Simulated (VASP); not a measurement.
# Al2Cu (Pm) in VASP: further runs

Al2Cu is run at these levels: PBEsol; tasks: single point.

Everything below comes from runs of VASP 6.6.1. Logs are shortened: lines on timing, memory, paths and dates and some standing lists are left out, and cuts for length are marked.

## 1. The cell of the first run

The structure is monoclinic, space group Pm (No. 6). Conventional cell: a = 4.084 Å, b = 2.846 Å, c = 4.084 Å, α = 90.00°, β = 90.00°, γ = 90.00°. Within 3.3 Å of Al (site symmetry m) lie 4 Cu at 2.37 to 2.61 Å and 6 Al at 2.53 to 3.28 Å. Al (site symmetry m) has 4 Cu at 2.52 to 2.61 Å and 6 Al at 2.53 to 3.28 Å within 3.3 Å. Cu (site symmetry m) has 8 Al at 2.37 to 2.61 Å and 2 Cu at 2.85 Å within 3.1 Å.

## 2. Single point, PBEsol (atoms displaced along several vibrational modes)

INCAR reads:

```
SYSTEM = Al2Cu
  PREC = Accurate
  ENCUT = 520
  EDIFF = 1E-7
  ISMEAR = 0
  SIGMA = 0.15
  LREAL = .FALSE.
  LASPH = .TRUE.
  NELM = 60
  ALGO = Fast
  ISIF = 2
  LWAVE = .FALSE.
  LCHARG = .FALSE.
  GGA = PS
  NBANDS = 16
```

KPOINTS reads:

```
regular mesh
0
G
  10 10 14
  0 0 0
```

POSCAR reads:

```
Al2Cu
1.0
    4.0842078946      0.0000000000      0.0000000000
    0.0000000000      4.0842078946      0.0000000000
    0.0000000000      0.0000000000      2.8458943809
Al Cu
2 1
Direct
    0.5074638706      0.0025990588      0.5000000000
   -0.1089562558      0.4889084980      0.5000000000
    0.0430935180      0.0036058789      0.0000000000
```

Potentials or basis: VASP PAW PBE potentials, release 64 (Al, Cu).

Run with:

```console
cat potpaw_PBE.64/Al/POTCAR potpaw_PBE.64/Cu/POTCAR > POTCAR
mpirun -np 1 vasp_std > vasp.out
```

OUTCAR:

```text
SYSTEM = Al2Cu
   PREC = Accurate
   ENCUT = 520
   EDIFF = 1E-7
   ISMEAR = 0
   LREAL = .FALSE.
   LASPH = .TRUE.
   NELM = 60
   ISIF = 2
   GGA = PS

 ion  position               nearest neighbor table
   1  0.507  0.003  0.500-   3 2.37   3 2.37   2 2.53   3 2.61   3 2.61   2 2.62   2 3.21   2 3.28

   2  0.891  0.489  0.500-   3 2.52   3 2.52   1 2.53   3 2.61   3 2.61   1 2.62   1 3.21   1 3.28

   3  0.043  0.004  0.000-   1 2.37   1 2.37   2 2.52   2 2.52   1 2.61   1 2.61   2 2.61   2 2.61

  LATTYP: Found a simple tetragonal cell.
 ALAT       =     4.0842078946
 C/A-ratio  =     0.6968044856

  Lattice vectors:

 A1 = (   4.0842078946,   0.0000000000,   0.0000000000)
 A2 = (   0.0000000000,   4.0842078946,   0.0000000000)
 A3 = (   0.0000000000,   0.0000000000,   2.8458943809)

Analysis of symmetry for initial positions (statically):
=====================================================================
 Subroutine PRICEL returns:
 Original cell was already a primitive cell.

 Routine SETGRP: Setting up the symmetry group for a
 simple tetragonal supercell.

 Subroutine GETGRP returns: Found  2 space group operations
 (whereof  2 operations were pure point group operations)
 out of a pool of 16 trial point group operations.

The static configuration has the point symmetry C_1h.

Analysis of symmetry for dynamics (positions and initial velocities):
=====================================================================
 Subroutine PRICEL returns:
 Original cell was already a primitive cell.

 Routine SETGRP: Setting up the symmetry group for a
 simple tetragonal supercell.

 Subroutine GETGRP returns: Found  2 space group operations
 (whereof  2 operations were pure point group operations)
 out of a pool of 16 trial point group operations.

The dynamic configuration has the point symmetry C_1h.

 Subroutine INISYM returns: Found  2 space group operations
 (whereof  2 operations are pure point group operations),
 and found     1 'primitive' translations

----------------------------------------------------------------------------------------

                                     Primitive cell

  volume of cell :      47.4717

  direct lattice vectors                    reciprocal lattice vectors
     4.084207895  0.000000000  0.000000000     0.244845519  0.000000000  0.000000000
     0.000000000  4.084207895  0.000000000     0.000000000  0.244845519  0.000000000
[... 87 lines left out ...]
   EDIFF  = 0.1E-06   stopping-criterion for ELM
   LREAL  =      F    real-space projection
   EDIFFG = 0.1E-05   stopping-criterion for IOM
   NSW    =      0    number of steps for IOM
   IBRION =     -1    ionic relax: 0-MD 1-quasi-New 2-CG
   NFREE  =      0    steps in history (QN), initial steepest desc. (CG)
   ISIF   =      2    stress and relaxation
   ISYM   =      2    0-nonsym 1-usesym 2-fastsym
   POTIM  = 0.5000    time-step for ionic-motion
   TEBEG  =    0.0;   TEEND  =   0.0 temperature during run
   PSTRESS=    0.0 pullay stress
   NELECT =      17.0000    total number of electrons
   NUPDOWN=      -1.0000    fix difference up-down
   EMIN   =  10.00;   EMAX   =-10.00  energy-range for DOS
   EFERMI =   0.00;   METHOD = LEGACY
   ISMEAR =     0;   SIGMA  =   0.15  broadening in eV -4-tet -1-fermi 0-gaus
   EFERMI_NEDOS =   21; number of points for ismear=-14 and -15
   IALGO  =     68    algorithm
   IMIX   =      4    mixing-type and parameters
     AMIX     =   0.40;   BMIX     =  1.00
     AMIX_MAG =   1.60;   BMIX_MAG =  1.00
  volume/ion in A,a.u.               =      15.82       106.78
  Fermi-wavevector in a.u.,A,eV,Ry     =   1.162554  2.196908 18.388694  1.351531
  Thomas-Fermi vector in A             =   2.299113
   LORBIT       =      0    0 simple, 1 ext, 2 COOP (PROOUT), +10 PAW based schemes
   GGA     = PS    functional components
   LHFCALC =     F    Hartree Fock is set to
   AEXX    =    0.0000 exact exchange contribution
   IVDW    =     0    specifies the selected vdW correction
   LEPSILON=     F    determine dielectric tensor
   LRPA    =     F    only Hartree local field effects (RPA)
 non-spin polarized calculation
 RMM-DIIS sequential band-by-band and
 Gauss-broadening in eV      SIGMA  =   0.15
  energy-cutoff  :      520.00
  volume of cell :       47.47
 maximum number of plane-waves:      1294
   NGX = 15   NGY = 15   NGZ = 11

 number of electron      17.0000001 magnetization

 Free energy of the ion-electron system (eV)
  ---------------------------------------------------
  ext. energy  EPLUGINS =         0.00000000
  ---------------------------------------------------
  free energy    TOTEN  =       -12.21018905 eV

  energy without entropy =      -12.19744565  energy(sigma->0) =      -12.20381735

 E-fermi :   7.2228     XC(G=0): -10.5899

 val. band max:        7.2130387501   @ k =   0.4000   0.0000   0.2143
 cond. band min:       7.2234842212   @ k =  -0.1000   0.5000   0.0714
 fundamental gap:      0.0104454711
 Fermi energy:         7.2228262529

 k-point     1 :       0.0000    0.0000    0.0000
  band No.  band energies     occupation
      1      -3.3972      2.00000
      2       1.9744      2.00000
      3       2.3634      2.00000
      4       3.0026      2.00000
      5       3.2402      2.00000
      6       3.3947      2.00000
[... 433 lines left out ...]
      3       2.3771      2.00000
      4       2.7238      2.00000
      5       2.9842      2.00000
      6       3.2123      2.00000
[... 8 lines left out ...]
     15      17.2700      0.00000
     16      19.1006      0.00000

 [... further k-points ...]

------------------------ aborting loop because EDIFF is reached ----------------------------------------

  FORCE on cell =-STRESS in cart. coord.  units (eV):
  Direction    XX          YY          ZZ          XY          YZ          ZX
  --------------------------------------------------------------------------------------
  -------------------------------------------------------------------------------------
  Total        1.9093083      1.0963890     -0.0506526      0.3121931      0.0000000      0.0000000
  in kB       64.4395031     37.0033296     -1.7095356     10.5365748      0.0000000      0.0000000
  external PRESSURE =      33.2444323 kB  Pullay stress =       0.0000000 kB

 VOLUME and BASIS-vectors are now :
 -----------------------------------------------------------------------------
  energy-cutoff  :      520.00
  volume of cell :       47.47
      direct lattice vectors                 reciprocal lattice vectors
     4.084207895  0.000000000  0.000000000     0.244845519  0.000000000  0.000000000
     0.000000000  4.084207895  0.000000000     0.000000000  0.244845519  0.000000000
     0.000000000  0.000000000  2.845894381     0.000000000  0.000000000  0.351383385

 POSITION                                       TOTAL-FORCE (eV/Angst)
 -----------------------------------------------------------------------------------
      2.07259      0.01062      1.42295        -0.194302     -0.297396      0.000000
      3.63921      1.99680      1.42295         1.271867      0.598606      0.000000
      0.17600      0.01473      0.00000        -1.077565     -0.301210      0.000000
 -----------------------------------------------------------------------------------
    total drift:                                0.000234      0.001463      0.000008

  FREE ENERGIE OF THE ION-ELECTRON SYSTEM (eV)
  ---------------------------------------------------
  free  energy   TOTEN  =       -12.2101890456 eV

  energy  without entropy=      -12.1974456498  energy(sigma->0) =      -12.20381735
```

stdout:

```text
POSCAR found type information on POSCAR AlCu
 POSCAR found :  2 types and       3 ions
 scaLAPACK will be used
 -----------------------------------------------------------------------------
|                                                                             |
|                                                                             |
|     You enforced a specific xc type in the INCAR file but a different       |
|     I HOPE YOU KNOW WHAT YOU ARE DOING!                                     |
|                                                                             |
 -----------------------------------------------------------------------------

 LDA part: xc-table for (Slater+PW92), standard interpolation
 POSCAR, INCAR and KPOINTS ok, starting setup
 FFT: planning ... GRIDC
 FFT: planning ... GRID_SOFT
 FFT: planning ... GRID
 WAVECAR not read
 entering main loop
WARNING in EDDRMM: call to ZHEGV failed, returncode =   8  4     16
WARNING in EDDRMM: call to ZHEGV failed, returncode =   8  4     16
WARNING in EDDRMM: call to ZHEGV failed, returncode =   8  4     15
```

It took 10 min on 1 thread of Intel Xeon 8259CL, shared host; peak memory 0.4 GiB.

Results:

```
Free energy            : -12.2102 eV
Pressure               : 3.3 GPa
Largest force          : 1.406 eV/Å
Band gap on the k mesh : zero (an odd number of electrons rules out a gap without spin polarisation)
```

Forces on the atoms (eV/Å):
```
Al  -0.194 -0.297  0.000
Al   1.272  0.599  0.000
Cu  -1.078 -0.301  0.000
```

Stress tensor (GPa, compression positive):
```
 6.44  1.05  0.00
 1.05  3.70  0.00
 0.00  0.00 -0.17
```

Levels at points of the mesh, in eV from the Fermi level:
```
           k point  band 6  band 7  band 8  band 9  band 10  band 11  band 12  band 13
(0.00, 0.00, 0.00)   -3.83   -2.35   -2.24   -0.09     0.50     5.89     6.39     6.91
(0.50, 0.00, 0.00)   -4.01   -3.82   -0.78    1.17     1.36     2.46     7.88     8.42
(0.00, 0.50, 0.00)   -3.98   -3.86   -1.10    0.57     2.00     2.92     7.77     8.34
(0.50, 0.50, 0.00)   -4.03   -4.01   -3.86   -2.64     8.50     8.66     9.66     9.73
(0.00, 0.00, 0.50)   -3.98   -2.86    1.96    2.01     2.21     2.90     3.65     3.71
(0.50, 0.00, 0.50)   -4.07   -3.33   -2.10   -1.83     2.63     4.40     5.18     5.43
(0.00, 0.50, 0.50)   -3.88   -2.82   -2.28   -1.82     3.80     3.97     4.29     5.51
(0.50, 0.50, 0.50)   -3.17   -2.40   -1.84   -1.55    -0.53    -0.13     0.79     2.11
```

Caveat: the cell differs from its parent crystal (atoms displaced along several vibrational modes); the stress differs along the axes, from -0 to 6 GPa; the PAW data sets were made with another functional, which shifts forces and pressure a little.

(Part 1 of 3 ends here.)

The gap in the log of VASP goes by the Fermi energy; the results here count the filled bands.